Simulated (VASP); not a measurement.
# TiO2 (I4_1/amd) in VASP: notebook, part 2 of 2

VASP 6.6.1. Earlier steps stand in the parts before.

**3. Single point, PBE+U**

This run uses another cell than the first one, of the same volume but with other edges.

File INCAR:

```
  PREC = Accurate
  ENCUT = 520
  EDIFF = 1E-7
  ISMEAR = 0
  SIGMA = 0.05
  LREAL = False
  LASPH = True
  NELM = 150
  ALGO = Normal
  ISIF = 2
  LWAVE = False
  LCHARG = False
  LMAXMIX = 4
  LDAU = True
  LDAUTYPE = 2
  LDAUL = 2 -1
  LDAUU = 4 0
  LDAUJ = 0 0
  LDAUPRINT = 1
  GGA = PE
  NBANDS = 33
```

File KPOINTS:

```
Automatic mesh
0
Gamma
  8 8 8
```

File POSCAR:

```
TiO2
1.0
   -1.7961012887      1.7961012887      5.5219338020
    1.7961012887     -1.7961012887      5.5219338020
    1.7961012887      1.7961012887     -5.5219338020
Ti O
2 4
Direct
    0.0000000000      0.0000000000      0.0000000000
    0.7500000000      0.2500000000      0.5000000000
    0.2052277854      0.2052277854      0.0000000000
    0.9552277854      0.4552277854      0.5000000000
    0.5447722146      0.0447722146      0.5000000000
    0.7947722146      0.7947722146      0.0000000000
```

Potentials or basis: VASP PAW PBE potentials, release 64 (Ti_sv, O).

On the command line:

```console
> cat potpaw_PBE.64/Ti_sv/POTCAR potpaw_PBE.64/O/POTCAR > POTCAR
> mpirun -np 1 vasp_std > vasp.out
```

Run time: 5.1 min. Hardware: 1 thread of Intel Xeon Platinum 8259CL at 2.50GHz (Skylake/Cascade Lake), shared host; peak memory 0.37 GiB.

The run converged. Its results:

| Quantity | Value |
| --- | --- |
| Free energy | -47.4799 eV |
| Pressure | 12.4 GPa |
| Largest force | 1.413 eV/Å |
| Band gap on the k mesh | 2.92 eV (least direct gap 3.06 eV) |

Forces in eV/Å, atoms in the order of the input:
```
Ti   0.000  0.000  0.000
Ti   0.000  0.000  0.000
O    0.000  0.000 -1.413
O    0.000  0.000 -1.413
O    0.000  0.000  1.413
O    0.000  0.000  1.413
```

Stress tensor (GPa, compression positive):
```
23.23  0.00  0.00
 0.00 23.23  0.00
 0.00  0.00 -9.25
```

Levels at points of the mesh, in eV from the valence-band top:
```
           k point  band 21  band 22  band 23  band 24  band 25  band 26  band 27  band 28
(0.00, 0.00, 0.00)    -1.50    -1.23    -0.56    -0.56     2.92     3.24     4.30     4.92
(0.50, 0.00, 0.00)    -1.66    -1.50    -0.94    -0.92     3.73     3.82     4.23     4.40
(0.50, 0.50, 0.00)    -2.16    -2.16    -0.08    -0.08     3.35     3.35     3.93     3.93
(0.50, 0.50, 0.50)    -1.47    -1.47    -0.45    -0.45     3.07     3.07     4.76     4.76
```

Eigenvalues of the final occupation matrices:
| site | spin | trace | eigenvalues |
| --- | --- | --- | --- |
| site 1 d | 1 | 0.84 | 0.12 0.12 0.13 0.17 0.29 |
| site 1 d | 2 | 0.84 | 0.12 0.12 0.13 0.17 0.29 |
| site 2 d | 1 | 0.84 | 0.12 0.12 0.13 0.17 0.29 |
| site 2 d | 2 | 0.84 | 0.12 0.12 0.13 0.17 0.29 |

Caveat: the cell stands under pressure; forces of over 1 eV/Å act on the atoms, so gaps and moduli don't describe the material at rest.

**4. Single point, PBE+U**

This run uses another cell than the first one, of the same volume but with other edges.

File INCAR:

```
SYSTEM = TiO2
PREC     = Accurate       ! precision mode
ENCUT    = 520            ! plane-wave cutoff, eV
EDIFF    = 1E-6           ! SCF threshold, eV
ISMEAR   = 0              ! smearing method
SIGMA    = 0.05           ! smearing width, eV
LREAL    = .False.        ! projectors in reciprocal space
LASPH    = .True.         ! aspherical terms in the spheres
NELM     = 150            ! most SCF steps
ALGO     = Normal         ! electronic algorithm
ISIF     = 2              ! what is computed and relaxed
LWAVE    = .False.        ! write WAVECAR
LCHARG   = .False.        ! write CHGCAR
LMAXMIX  = 4              ! l up to which the mixer works
LDAU     = .True.         ! DFT+U
LDAUTYPE = 2            
LDAUL    = 2 -1           ! shell
LDAUU    = 4 0            ! U, eV
LDAUJ    = 0 0          
LDAUPRINT= 1            
GGA      = PE             ! functional
NBANDS   = 33             ! bands
```

File KPOINTS:

```
regular mesh
0
Gamma
  8 8 8
  0 0 0
```

File POSCAR:

```
TiO2
1.0
   -1.7961012887      1.7961012887      5.5219338020
    1.7961012887     -1.7961012887      5.5219338020
    1.7961012887      1.7961012887     -5.5219338020
Ti O
2 4
Direct
    0.0000000000      0.0000000000      0.0000000000
    0.7500000000      0.2500000000      0.5000000000
    0.2154529329      0.2154529329      0.0000000000
    0.9654529329      0.4654529329      0.5000000000
    0.5345470671      0.0345470671      0.5000000000
    0.7845470671      0.7845470671      0.0000000000
```

On the command line:

```console
> cat potpaw_PBE.64/Ti_sv/POTCAR potpaw_PBE.64/O/POTCAR > POTCAR
> mpirun -np 1 vasp_std > vasp.out
```

Run time: 4.9 min. Hardware: 1 thread of Intel Xeon Platinum 8259CL at 2.50GHz (Skylake/Cascade Lake), shared host; peak memory 0.38 GiB.

It converged, with:

| Quantity | Value |
| --- | --- |
| Free energy | -46.6443 eV |
| Pressure | 17.6 GPa |
| Largest force | 2.214 eV/Å |
| Band gap on the k mesh | 2.59 eV (least direct gap 2.85 eV) |

Forces in eV/Å, atoms in the order of the input:
```
Ti   0.000  0.000  0.000
Ti   0.000  0.000  0.000
O    0.000  0.000 -2.214
O    0.000  0.000 -2.214
O    0.000  0.000  2.214
O    0.000  0.000  2.214
```

Stress tensor (GPa, compression positive):
```
 32.47   0.00   0.00
  0.00  32.47   0.00
  0.00   0.00 -12.03
```

Levels at points of the mesh, in eV from the valence-band top:
| k point | band 21 | band 22 | band 23 | band 24 | band 25 | band 26 | band 27 | band 28 |
| --- | --- | --- | --- | --- | --- | --- | --- | --- |
| (0.00, 0.00, 0.00) | -1.48 | -1.48 | -0.89 | -0.89 | 2.59 | 2.90 | 4.00 | 4.12 |
| (0.50, 0.00, 0.00) | -1.91 | -1.79 | -1.34 | -1.23 | 3.50 | 3.68 | 3.78 | 3.78 |
| (0.50, 0.50, 0.00) | -2.75 | -2.75 | 0.00 | 0.00 | 3.27 | 3.27 | 4.00 | 4.00 |
| (0.50, 0.50, 0.50) | -1.70 | -1.70 | -0.72 | -0.72 | 2.74 | 2.74 | 4.16 | 4.16 |

Eigenvalues of the final occupation matrices:
```tsv
site	spin	trace	eigenvalues
site 1 d	1	0.86	0.12 0.12 0.14 0.16 0.31
site 1 d	2	0.86	0.12 0.12 0.14 0.16 0.31
site 2 d	1	0.86	0.12 0.12 0.14 0.16 0.31
site 2 d	2	0.86	0.12 0.12 0.14 0.16 0.31
```

Caveat: the cell stands under pressure; forces of over 1 eV/Å act on the atoms, so gaps and moduli don't describe the material at rest. A k mesh can miss the band edges.

**5. Single point, PBE+U**

This run uses another cell than the first one, of the same volume but with other edges.

File INCAR:

```
  ALGO = Normal
  EDIFF = 1E-6
  ENCUT = 520
  GGA = PE
  ISIF = 2
  ISMEAR = 0
  LASPH = True
  LCHARG = True
  LDAU = True
  LDAUJ = 0 0
  LDAUL = 2 -1
  LDAUPRINT = 1
  LDAUTYPE = 2
  LDAUU = 4 0
  LELF = True
  LMAXMIX = 4
  LREAL = False
  LVHAR = True
  LWAVE = False
  NBANDS = 33
  NELM = 150
  PREC = Accurate
  SIGMA = 0.05
```

File KPOINTS:

```
k-points
0
Gamma
  8 8 8
```

File POSCAR:

```
TiO2
1.0
   -1.7961012887      1.7961012887      5.5219338020
    1.7961012887     -1.7961012887      5.5219338020
    1.7961012887      1.7961012887     -5.5219338020
Ti O
2 4
Direct
    0.0000000000      0.0000000000      0.0000000000
    0.7500000000      0.2500000000      0.5000000000
    0.2205655066      0.2205655066      0.0000000000
    0.9705655066      0.4705655066      0.5000000000
    0.5294344934      0.0294344934      0.5000000000
    0.7794344934      0.7794344934      0.0000000000
```

On the command line:

```console
> cat potpaw_PBE.64/Ti_sv/POTCAR potpaw_PBE.64/O/POTCAR > POTCAR
> mpirun -np 1 vasp_std > vasp.out
```

Run time: 2.5 min. Hardware: 1 thread of Intel Xeon 6975P-C (Granite Rapids), shared host; peak memory 0.37 GiB.

The run converged. Its results:

```
Free energy            : -46.1153 eV
Pressure               : 20.7 GPa
Largest force          : 2.452 eV/Å
Band gap on the k mesh : 2.40 eV (least direct gap 2.76 eV)
```

Forces on the atoms (eV/Å):
```
Ti   0.000  0.000  0.000
Ti   0.000  0.000  0.000
O    0.000  0.000 -2.452
O    0.000  0.000 -2.452
O    0.000  0.000  2.452
O    0.000  0.000  2.452
```

Stress tensor (GPa, compression positive):
```
 37.62   0.00   0.00
  0.00  37.62   0.00
  0.00   0.00 -13.25
```

Levels at points of the mesh, in eV from the valence-band top:
```
           k point  band 20  band 21  band 22  band 23  band 24  band 25  band 26  band 27  band 28  band 29
(0.00, 0.00, 0.00)    -1.74    -1.45    -1.45    -1.04    -1.04     2.40     2.71     3.50     3.70     3.70
(0.50, 0.00, 0.00)    -2.52    -2.09    -1.91    -1.58    -1.42     3.34     3.36     3.45     3.46     4.40
(0.50, 0.50, 0.00)    -3.16    -3.07    -3.07     0.00     0.00     3.19     3.19     4.03     4.03     4.68
(0.50, 0.50, 0.50)    -1.84    -1.80    -1.80    -0.85    -0.85     2.55     2.55     3.61     3.61     3.83
```

Eigenvalues of the final occupation matrices:
```
    site  spin  trace               eigenvalues
site 1 d     1   0.87  0.12 0.12 0.15 0.16 0.32
site 1 d     2   0.87  0.12 0.12 0.15 0.16 0.32
site 2 d     1   0.87  0.12 0.12 0.15 0.16 0.32
site 2 d     2   0.87  0.12 0.12 0.15 0.16 0.32
```

Caveat: the cell stands under pressure; forces of over 1 eV/Å act on the atoms, so gaps and moduli don't describe the material at rest. A k mesh can miss the band edges.

**6. Single point, PBE+U**

This run uses another cell than the first one, of the same volume but with other edges.

File INCAR:

```
SYSTEM = TiO2
ALGO = Normal
EDIFF = 1E-7
ENCUT = 520
GGA = PE
ISIF = 2
ISMEAR = 0
LASPH = .True.
LCHARG = .False.
LDAU = .True.
LDAUJ = 0 0
LDAUL = 2 -1
LDAUPRINT = 1
LDAUTYPE = 2
LDAUU = 4 0
LMAXMIX = 4
LREAL = .False.
LWAVE = .False.
NBANDS = 33
NELM = 150
PREC = Accurate
SIGMA = 0.05
```

File KPOINTS:

```
k-points
0
Gamma
  8 8 8
  0 0 0
```

Edit POSCAR of step 5 so:

```diff
@@ -2,5 +2,5 @@
 1.0
-   -1.7961012887      1.7961012887      5.5219338020
-    1.7961012887     -1.7961012887      5.5219338020
-    1.7961012887      1.7961012887     -5.5219338020
+   -1.9530452893      1.9530452893      4.6701218957
+    1.9530452893     -1.9530452893      4.6701218957
+    1.9530452893      1.9530452893     -4.6701218957
 Ti O
```

Potentials or basis: VASP PAW PBE potentials, release 64 (Ti_sv, O).

On the command line:

```console
> cat potpaw_PBE.64/Ti_sv/POTCAR potpaw_PBE.64/O/POTCAR > POTCAR
> mpirun -np 1 vasp_std > vasp.out
```

It took 100 s on 1 thread of Intel Xeon 6975P-C (Granite Rapids), shared host; peak memory 0.3 GiB.

It converged, with:

```yaml
Free_energy: -48.3014 eV
Pressure: -2.9 GPa
Largest_force: 1.000 eV/Å
Band_gap_on_the_k_mesh: 2.12 eV (least direct gap 2.74 eV)
```

Forces on the atoms (eV/Å):
```
Ti   0.000  0.000  0.000
Ti   0.000  0.000  0.000
O    0.000  0.000 -1.000
O    0.000  0.000 -1.000
O    0.000  0.000  1.000
O    0.000  0.000  1.000
```

Stress tensor (GPa, compression positive):
```
-1.23  0.00  0.00
 0.00 -1.23  0.00
 0.00  0.00 -6.21
```

Levels at points of the mesh, in eV from the valence-band top:
| k point | band 22 | band 23 | band 24 | band 25 | band 26 | band 27 |
| --- | --- | --- | --- | --- | --- | --- |
| (0.00, 0.00, 0.00) | -0.82 | -0.68 | -0.68 | 2.12 | 2.93 | 3.28 |
| (0.50, 0.00, 0.00) | -1.36 | -1.09 | -0.80 | 3.03 | 3.26 | 3.49 |
| (0.50, 0.50, 0.00) | -2.34 | 0.00 | 0.00 | 3.54 | 3.54 | 3.86 |
| (0.50, 0.50, 0.50) | -1.52 | -0.46 | -0.46 | 2.51 | 2.51 | 3.23 |

Eigenvalues of the final occupation matrices:
| site | spin | trace | eigenvalues |
| --- | --- | --- | --- |
| site 1 d | 1 | 0.78 | 0.09 0.09 0.11 0.24 0.24 |
| site 1 d | 2 | 0.78 | 0.09 0.09 0.11 0.24 0.24 |
| site 2 d | 1 | 0.78 | 0.09 0.09 0.11 0.24 0.24 |
| site 2 d | 2 | 0.78 | 0.09 0.09 0.11 0.24 0.24 |

Caveat: forces of over 1 eV/Å act on the atoms, so gaps and moduli don't describe the material at rest. A k mesh can miss the band edges.

**7. Overview**

```csv
cell,gap on the mesh (eV),pressure (GPa),largest force (eV/Å)
"a = 5.912 Å, angles 143.9, 143.9, 51.9°, 6 atoms, atomic positions A",2.65,9.0,1.49
"a = 6.078 Å, angles 145.6, 145.6, 49.4°, 6 atoms, atomic positions B",2.92,12.4,1.41
"a = 6.078 Å, angles 145.6, 145.6, 49.4°, 6 atoms, atomic positions C",2.59,17.6,2.21
"a = 6.078 Å, angles 145.6, 145.6, 49.4°, 6 atoms, atomic positions D",2.40,20.7,2.45
"a = 5.426 Å, angles 137.8, 137.8, 61.2°, 6 atoms, atomic positions D",2.12,-2.9,1.00
```

Alike in all rows: task single point; level PBE+U; potentials or basis VASP PAW PBE potentials, release 64 (Ti_sv, O); no spin polarisation; Ti d U = 4.0 eV; k mesh 8 × 8 × 8; cutoff (eV) 520; smearing gaussian 0.05 eV.

Caveats: forces of over 1 eV/Å act on the atoms, so gaps and moduli don't describe the material at rest; the cell stands under pressure (at least some runs).

Total energies depend on the potentials used, so only differences within one code and one set of settings carry meaning.
